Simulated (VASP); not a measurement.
# AlZn2Ga3O8 in VASP: single point with PBEsol

Aim: the single point of AlZn2Ga3O8 with PBEsol.

Everything below comes from runs of VASP 6.6.1. Logs are shortened: lines on timing, memory, paths and dates and some standing lists are left out, and cuts for length are marked.

## Step 1: The cell of the first run

The typed cell holds 56 atoms: a = 8.278 Å, b = 8.278 Å, c = 8.278 Å, α = 90.00°, β = 90.00°, γ = 90.00°.

## Step 2: Single point, PBEsol

Contents of INCAR:

```
ALGO = Normal
EDIFF = 1E-7
ENCUT = 520
GGA = PS
ISIF = 2
ISMEAR = -1
ISYM = 0
LASPH = T
LCHARG = T
LELF = T
LREAL = Auto
LVHAR = T
LWAVE = F
NBANDS = 262
NELM = 100
PREC = Accurate
SIGMA = 0.05
```

Contents of KPOINTS:

```
Automatic mesh
0
Gamma
  1 1 1
  0.25 0.25 0.25
```

Contents of POSCAR:

```
AlZn2Ga3O8
1.0
    8.2782914477      0.0000000000      0.0000000000
    0.0000000000      8.2782914477      0.0000000000
    0.0000000000      0.0000000000      8.2782914477
Zn Ga O Al
8 12 32 4
Direct
    0.8744090000      0.3748220000      0.3755620000
    0.3750010000      0.8748190000      0.3749790000
    0.3744090000      0.3748230000      0.8755580000
    0.1253600000      0.1255590000      0.1253410000
    0.8749960000      0.8748220000      0.8749810000
    0.6247750000      0.6255560000      0.1259230000
    0.6253570000      0.1255590000      0.6253390000
    0.1247720000      0.6255590000      0.6259260000
    0.4973300000      0.0001810000      0.0030090000
    0.7498820000      0.2501820000      0.0004380000
    0.7473670000      0.0002020000      0.2529750000
    0.0024440000      0.5001740000      0.9979010000
    0.9973350000      0.0001780000      0.5030080000
    0.5024400000      0.5001830000      0.4979050000
    0.2498870000      0.2501820000      0.5004420000
    0.2523970000      0.5002020000      0.2479490000
    0.2473690000      0.0001990000      0.7529730000
    0.7523990000      0.5001960000      0.7479440000
    0.9998780000      0.7501970000      0.2504320000
    0.4998880000      0.7501980000      0.7504410000
    0.5084530000      0.0187790000      0.2420030000
    0.7325400000      0.2404930000      0.2410820000
    0.5091510000      0.2406540000      0.0177540000
    0.7370730000      0.0101230000      0.0131910000
    0.0126200000      0.5101310000      0.2376460000
    0.2405220000      0.7404960000      0.2331020000
    0.0171980000      0.7406490000      0.0097120000
    0.2414380000      0.5187680000      0.0090300000
    0.0084560000      0.0187790000      0.7420070000
    0.2325370000      0.2404950000      0.7410830000
    0.0091570000      0.2406540000      0.5177500000
    0.2370760000      0.0101230000      0.5131920000
    0.2672280000      0.2598960000      0.2598150000
    0.4913130000      0.4816110000      0.2589020000
    0.4906210000      0.2597210000      0.4831340000
    0.2626980000      0.4902510000      0.4877200000
    0.5126220000      0.5101310000      0.7376440000
    0.7405230000      0.7404930000      0.7331030000
    0.5171980000      0.7406540000      0.5097160000
    0.7414380000      0.5187700000      0.5090270000
    0.7592500000      0.7598930000      0.2677920000
    0.9871460000      0.9902570000      0.2632630000
    0.9825740000      0.7597200000      0.4911780000
    0.7583300000      0.9816030000      0.4918820000
    0.7672310000      0.2598910000      0.7598120000
    0.9913090000      0.4816070000      0.7589010000
    0.9906170000      0.2597140000      0.9831370000
    0.7626950000      0.4902470000      0.9877170000
    0.2592500000      0.7598920000      0.7677910000
    0.4871430000      0.9902580000      0.7632640000
    0.4825750000      0.7597190000      0.9911790000
    0.2583330000      0.9816010000      0.9918810000
    0.2498870000      0.7501830000      0.0004440000
    0.4998830000      0.2501990000      0.2504410000
    0.7498880000      0.7501830000      0.5004440000
    0.9998830000      0.2501940000      0.7504370000
```

Potentials or basis: VASP PAW PBE potentials, release 64 (Zn, Ga_d, O, Al).

The run is started by

```console
$ cat potpaw_PBE.64/Zn/POTCAR potpaw_PBE.64/Ga_d/POTCAR potpaw_PBE.64/O/POTCAR potpaw_PBE.64/Al/POTCAR > POTCAR
$ mpirun -np 1 vasp_std > vasp.out
```

OUTCAR:

```text
EDIFF = 1E-7
   ENCUT = 520
   GGA = PS
   ISIF = 2
   ISMEAR = -1
   ISYM = 0
   LASPH = T
   LREAL = Auto
   NELM = 100
   PREC = Accurate

 ion  position               nearest neighbor table
   1  0.874  0.375  0.376-  40 1.96  22 1.96  31 1.97  25 1.97
   2  0.375  0.875  0.375-  21 1.96  26 1.96  39 1.97  32 1.97
   3  0.374  0.375  0.876-  28 1.96  30 1.96  23 1.97  37 1.97
   4  0.125  0.126  0.125-  52 1.96  33 1.96  47 1.97  42 1.97
   5  0.875  0.875  0.875-  29 1.96  38 1.96  27 1.97  24 1.97
   6  0.625  0.626  0.126-  34 1.96  41 1.96  51 1.97  48 1.97
   7  0.625  0.126  0.625-  44 1.96  45 1.96  35 1.97  50 1.97
   8  0.125  0.626  0.626-  46 1.96  49 1.96  43 1.97  36 1.97
   9  0.497  0.000  0.003-  21 1.99  52 1.99  24 1.99  50 1.99  51 2.00  23 2.00  53 2.91  54 2.91

  10  0.750  0.250  0.000-  24 1.99  48 1.99  45 2.00  22 2.00  23 2.00  47 2.00  56 2.93  54 2.93

  11  0.747  0.000  0.253-  44 1.99  21 1.99  42 1.99  24 1.99  22 2.00  41 2.00  54 2.91  55 2.91

  12  0.002  0.500  0.998-  28 1.99  46 1.99  25 1.99  48 1.99  47 2.00  27 2.00  56 2.91  53 2.91

  13  0.997  0.000  0.503-  29 1.99  44 1.99  32 1.99  42 1.99  43 2.00  31 2.00  55 2.91  56 2.91

  14  0.502  0.500  0.498-  40 1.99  34 1.99  37 1.99  36 1.99  35 2.00  39 2.00  55 2.91  54 2.91

  15  0.250  0.250  0.500-  32 1.99  36 1.99  33 2.00  30 2.00  31 2.00  35 2.00  54 2.93  56 2.93

  16  0.252  0.500  0.248-  34 1.99  28 1.99  36 1.99  25 1.99  26 2.00  33 2.00  53 2.91  54 2.91

  17  0.247  0.000  0.753-  52 1.99  29 1.99  50 1.99  32 1.99  30 2.00  49 2.00  56 2.91  53 2.91

  18  0.752  0.500  0.748-  46 1.99  40 1.99  48 1.99  37 1.99  38 2.00  45 2.00  56 2.91  55 2.91

  19  1.000  0.750  0.250-  42 1.99  25 1.99  41 2.00  26 2.00  27 2.00  43 2.00  53 2.93  55 2.93

  20  0.500  0.750  0.750-  50 1.99  37 1.99  38 2.00  49 2.00  39 2.00  51 2.00  55 2.93  53 2.93

  21  0.508  0.019  0.242-  54 1.92   2 1.96  11 1.99   9 1.99
  22  0.733  0.240  0.241-  54 1.93   1 1.96  11 2.00  10 2.00
  23  0.509  0.241  0.018-  54 1.93   3 1.97   9 2.00  10 2.00
  24  0.737  0.010  0.013-   5 1.97   9 1.99  11 1.99  10 1.99
  25  0.013  0.510  0.238-   1 1.97  12 1.99  16 1.99  19 1.99
  26  0.241  0.740  0.233-  53 1.93   2 1.96  16 2.00  19 2.00
[... 24 lines left out ...]
  51  0.483  0.760  0.991-  53 1.93   6 1.97   9 2.00  20 2.00
  52  0.258  0.982  0.992-  53 1.92   4 1.96  17 1.99   9 1.99
  53  0.250  0.750  0.000-  28 1.92  52 1.92  49 1.93  26 1.93  51 1.93  27 1.93   9 2.91  12 2.91
                            16 2.91  17 2.91  19 2.93  20 2.93
  54  0.500  0.250  0.250-  34 1.92  21 1.92  33 1.93  22 1.93  23 1.93  35 1.93  14 2.91   9 2.91
                            11 2.91  16 2.91  15 2.93  10 2.93
  55  0.750  0.750  0.500-  40 1.92  44 1.92  41 1.93  38 1.93  43 1.93  39 1.93  13 2.91  14 2.91
                            18 2.91  11 2.91  20 2.93  19 2.93
  56  1.000  0.250  0.750-  46 1.92  29 1.92  45 1.93  30 1.93  31 1.93  47 1.93  12 2.91  13 2.91
                            17 2.91  18 2.91  15 2.93  10 2.93

IMPORTANT INFORMATION: All symmetrisations will be switched off!
NOSYMM: (Re-)initialisation of all symmetry stuff for point group C_1.

----------------------------------------------------------------------------------------

                                     Primitive cell

  volume of cell :     567.3122

  direct lattice vectors                    reciprocal lattice vectors
     8.278291448  0.000000000  0.000000000     0.120797873  0.000000000  0.000000000
     0.000000000  8.278291448  0.000000000     0.000000000  0.120797873  0.000000000
     0.000000000  0.000000000  8.278291448     0.000000000  0.000000000  0.120797873

  length of vectors
     8.278291448  8.278291448  8.278291448     0.120797873  0.120797873  0.120797873

  position of ions in fractional coordinates (direct lattice)
     0.874409000  0.374822000  0.375562000
     0.375001000  0.874819000  0.374979000
     0.374409000  0.374823000  0.875558000
     0.125360000  0.125559000  0.125341000
     0.874996000  0.874822000  0.874981000
     0.624775000  0.625556000  0.125923000
[... 48 lines left out ...]
     0.749888000  0.750183000  0.500444000
     0.999883000  0.250194000  0.750437000

  ion indices of the primitive-cell ions
   primitive index   ion index
                 1           1
                 2           2
                 3           3
                 4           4
                 5           5
                 6           6
[... 48 lines left out ...]
                55          55
                56          56

----------------------------------------------------------------------------------------

 KPOINTS: Automatic mesh

Automatic generation of k-mesh.
 Grid dimensions read from file:
 generate k-points for:    1    1    1

 Generating k-lattice:

  Cartesian coordinates                     Fractional coordinates (reciprocal lattice)
     0.120797873  0.000000000  0.000000000     1.000000000  0.000000000  0.000000000
     0.000000000  0.120797873  0.000000000     0.000000000  1.000000000  0.000000000
     0.000000000  0.000000000  0.120797873     0.000000000  0.000000000  1.000000000

  Length of vectors
     0.120797873  0.120797873  0.120797873

  Shift w.r.t. Gamma in fractional coordinates (k-lattice)
     0.250000000  0.250000000  0.250000000

 Subroutine IBZKPT returns following result:
 ===========================================

 Found      4 irreducible k-points:

 Following reciprocal coordinates:
            Coordinates               Weight
  0.250000  0.250000  0.250000      2.000000
 -0.250000  0.250000  0.250000      2.000000
 -0.250000 -0.250000  0.250000      2.000000
  0.250000 -0.250000  0.250000      2.000000
   k-points           NKPTS =      4   k-points in BZ     NKDIM =      4   number of bands    NBANDS=    262
   number of dos      NEDOS =    301   number of ions     NIONS =     56
   total plane-waves  NPLWV = 262144
   dimension x,y,z NGX =    64 NGY =   64 NGZ =   64
   dimension x,y,z NGXF=   128 NGYF=  128 NGZF=  128
   ions per type =               8  12  32   4
   NGX,Y,Z   is equivalent  to a cutoff of  12.85, 12.85, 12.85 a.u.
   NGXF,Y,Z  is equivalent  to a cutoff of  25.71, 25.71, 25.71 a.u.
 SYSTEM =  unknown system
   PREC   = accura    normal or accurate (medium, high low for compatibility)
   ISTART =      0    job   : 0-new  1-cont  2-samecut
   ICHARG =      2    charge: 1-file 2-atom 10-const
   ISPIN  =      1    spin polarized calculation?
   LNONCOLLINEAR =      F non collinear calculations
   LSORBIT =      F    spin-orbit coupling
   LASPH  =      T    aspherical Exc in radial PAW
   ENCUT  =  520.0 eV  38.22 Ry    6.18 a.u.  15.39 15.39 15.39*2*pi/ulx,y,z
   NELM   =    100;   NELMIN=  2; NELMDL= -5     # of ELM steps
   EDIFF  = 0.1E-06   stopping-criterion for ELM
   LREAL  =      T    real-space projection
   EDIFFG = 0.1E-05   stopping-criterion for IOM
   NSW    =      0    number of steps for IOM
   IBRION =     -1    ionic relax: 0-MD 1-quasi-New 2-CG
   NFREE  =      0    steps in history (QN), initial steepest desc. (CG)
   ISIF   =      2    stress and relaxation
   ISYM   =      0    0-nonsym 1-usesym 2-fastsym
   POTIM  = 0.5000    time-step for ionic-motion
   TEBEG  =    0.0;   TEEND  =   0.0 temperature during run
   PSTRESS=    0.0 pullay stress
   NELECT =     456.0000    total number of electrons
   NUPDOWN=      -1.0000    fix difference up-down
   EMIN   =  10.00;   EMAX   =-10.00  energy-range for DOS
   EFERMI =   0.00;   METHOD = LEGACY
   ISMEAR =    -1;   SIGMA  =   0.05  broadening in eV -4-tet -1-fermi 0-gaus
   EFERMI_NEDOS =   21; number of points for ismear=-14 and -15
   IALGO  =     38    algorithm
   IMIX   =      4    mixing-type and parameters
     AMIX     =   0.40;   BMIX     =  1.00
     AMIX_MAG =   1.60;   BMIX_MAG =  1.00
  volume/ion in A,a.u.               =      10.13        68.36
  Fermi-wavevector in a.u.,A,eV,Ry     =   1.522144  2.876435 31.523641  2.316922
  Thomas-Fermi vector in A             =   2.630763
   LORBIT       =      0    0 simple, 1 ext, 2 COOP (PROOUT), +10 PAW based schemes
   GGA     = PS    functional components
   LHFCALC =     F    Hartree Fock is set to
   AEXX    =    0.0000 exact exchange contribution
   IVDW    =     0    specifies the selected vdW correction
   LEPSILON=     F    determine dielectric tensor
   LRPA    =     F    only Hartree local field effects (RPA)
 non-spin polarized calculation
  energy-cutoff  :      520.00
  volume of cell :      567.31
 maximum number of plane-waves:     15297
 NGX is ok and might be reduce to    64
   NGX = 31   NGY = 31   NGZ = 31

 number of electron     455.9999702 magnetization

 Free energy of the ion-electron system (eV)
  ---------------------------------------------------
  ext. energy  EPLUGINS =         0.00000000
  ---------------------------------------------------
  free energy    TOTEN  =      -351.09007867 eV

  energy without entropy =     -351.09007867  energy(sigma->0) =     -351.09007867

 E-fermi :   4.5042     XC(G=0): -11.9170

 val. band max:        3.2557370404   @ k =  -0.2500   0.2500   0.2500
 cond. band min:       7.2290042359   @ k =   0.2500  -0.2500   0.2500
 fundamental gap:      3.9732671955
 Fermi energy:         4.5041955284

 k-point     1 :       0.2500    0.2500    0.2500
  band No.  band energies     occupation
      1     -15.3205      2.00000
      2     -14.9770      2.00000
      3     -14.9611      2.00000
      4     -14.9473      2.00000
      5     -14.4870      2.00000
      6     -14.4740      2.00000
[... 232 lines left out ...]
    239      10.0700      0.00000
    240      10.1745      0.00000

 k-point     2 :      -0.2500    0.2500    0.2500
  band No.  band energies     occupation
      1     -15.3210      2.00000
      2     -14.9646      2.00000
      3     -14.9635      2.00000
      4     -14.9613      2.00000
      5     -14.4659      2.00000
      6     -14.4611      2.00000
[... 232 lines left out ...]
    239      10.1667      0.00000
    240      10.1712      0.00000

 k-point     3 :      -0.2500   -0.2500    0.2500
  band No.  band energies     occupation
      1     -15.3210      2.00000
      2     -14.9646      2.00000
      3     -14.9635      2.00000
      4     -14.9613      2.00000
      5     -14.4659      2.00000
      6     -14.4611      2.00000
[... 232 lines left out ...]
    239      10.1667      0.00000
    240      10.1713      0.00000

 k-point     4 :       0.2500   -0.2500    0.2500
  band No.  band energies     occupation
      1     -15.3201      2.00000
      2     -14.9770      2.00000
      3     -14.9625      2.00000
      4     -14.9472      2.00000
      5     -14.4871      2.00000
      6     -14.4709      2.00000
[... 232 lines left out ...]
    239      10.0669      0.00000
    240      10.1765      0.00000
 [bands above 240 left out]

------------------------ aborting loop because EDIFF is reached ----------------------------------------

  FORCE on cell =-STRESS in cart. coord.  units (eV):
  Direction    XX          YY          ZZ          XY          YZ          ZX
  --------------------------------------------------------------------------------------
  -------------------------------------------------------------------------------------
  Total        2.6048712      2.5431811      2.5873590      0.1026568      0.0972394      2.3115382
  in kB        7.3565586      7.1823362      7.3071015      0.2899187      0.2746190      6.5281408
  external PRESSURE =       7.2819988 kB  Pullay stress =       0.0000000 kB

 VOLUME and BASIS-vectors are now :
 -----------------------------------------------------------------------------
  energy-cutoff  :      520.00
  volume of cell :      567.31
      direct lattice vectors                 reciprocal lattice vectors
     8.278291448  0.000000000  0.000000000     0.120797873  0.000000000  0.000000000
     0.000000000  8.278291448  0.000000000     0.000000000  0.120797873  0.000000000
     0.000000000  0.000000000  8.278291448     0.000000000  0.000000000  0.120797873

 POSITION                                       TOTAL-FORCE (eV/Angst)
 -----------------------------------------------------------------------------------
      7.23861      3.10289      3.10901         0.013840      0.008964      0.010344
      3.10437      7.24201      3.10419         0.009675      0.009459      0.014099
      3.09947      3.10289      7.24812         0.013821      0.009015      0.010731
      1.03777      1.03941      1.03761        -0.014118     -0.010129     -0.010013
      7.24347      7.24203      7.24335         0.010068      0.009267      0.014094
      5.17207      5.17853      1.04243        -0.010331     -0.008803     -0.013192
[... 48 lines left out ...]
      6.20779      6.21023      4.14282        -0.001541      0.001759      0.004766
      8.27732      2.07118      6.21234        -0.001418      0.001919      0.004984
 -----------------------------------------------------------------------------------
    total drift:                               -0.015551      0.015658      0.018562

  FREE ENERGIE OF THE ION-ELECTRON SYSTEM (eV)
  ---------------------------------------------------
  free  energy   TOTEN  =      -351.0900786664 eV

  energy  without entropy=     -351.0900786663  energy(sigma->0) =     -351.09007867
```

Run time: 36 min. Hardware: 1 thread of Intel Xeon 6975P-C, shared host; peak memory 0.82 GiB.

Results:

* Free energy: -351.0901 eV
* Pressure: 0.7 GPa
* Largest force: 0.036 eV/Å
* Band gap on the k mesh: 3.97 eV

Forces in eV/Å, atoms in the order of the input:
```
Zn   0.014  0.009  0.010
Zn   0.010  0.009  0.014
Zn   0.014  0.009  0.011
Zn  -0.014 -0.010 -0.010
Zn   0.010  0.009  0.014
Zn  -0.010 -0.009 -0.013
Zn  -0.014 -0.010 -0.010
Zn  -0.010 -0.009 -0.013
Ga  -0.002  0.001  0.001
Ga   0.000  0.000  0.001
Ga   0.000  0.000 -0.001
Ga  -0.001  0.000 -0.001
Ga  -0.002  0.001  0.001
Ga   0.000  0.000 -0.002
Ga   0.000  0.000  0.001
Ga  -0.002  0.000  0.000
Ga   0.000  0.000 -0.001
Ga  -0.002  0.000  0.000
Ga   0.000  0.000  0.001
Ga  -0.001  0.000  0.001
O   -0.005  0.025 -0.014
O   -0.032  0.003  0.004
O   -0.004 -0.011  0.029
O   -0.008  0.005  0.009
O    0.008  0.004 -0.009
O    0.005  0.003 -0.035
O    0.032 -0.012 -0.005
O   -0.014  0.027 -0.005
O   -0.005  0.024 -0.014
O   -0.032  0.003  0.004
O   -0.004 -0.011  0.030
O   -0.007  0.004  0.008
O    0.035 -0.004 -0.006
O    0.005 -0.027  0.014
O    0.005  0.010 -0.033
O    0.007 -0.004 -0.010
O    0.008  0.004 -0.009
O    0.005  0.003 -0.035
O    0.033 -0.012 -0.005
O   -0.014  0.027 -0.005
O   -0.003 -0.002  0.031
O   -0.008 -0.005  0.007
O   -0.030  0.011  0.005
O    0.015 -0.026  0.006
O    0.034 -0.004 -0.006
O    0.005 -0.027  0.014
O    0.005  0.010 -0.034
O    0.007 -0.004 -0.010
O   -0.003 -0.002  0.031
O   -0.008 -0.005  0.007
O   -0.030  0.011  0.005
O    0.014 -0.026  0.006
Al  -0.001  0.002  0.005
Al  -0.001  0.002  0.004
Al  -0.002  0.002  0.005
Al  -0.001  0.002  0.005
```

Stress tensor (GPa, compression positive):
```
0.74 0.03 0.65
0.03 0.72 0.03
0.65 0.03 0.73
```

Caveat: the k points lie up to 0.76 Å⁻¹ apart; the PAW data sets were made with another functional, which shifts forces and pressure a little. PBEsol gaps usually lie below the measured ones, often by a third to a half.
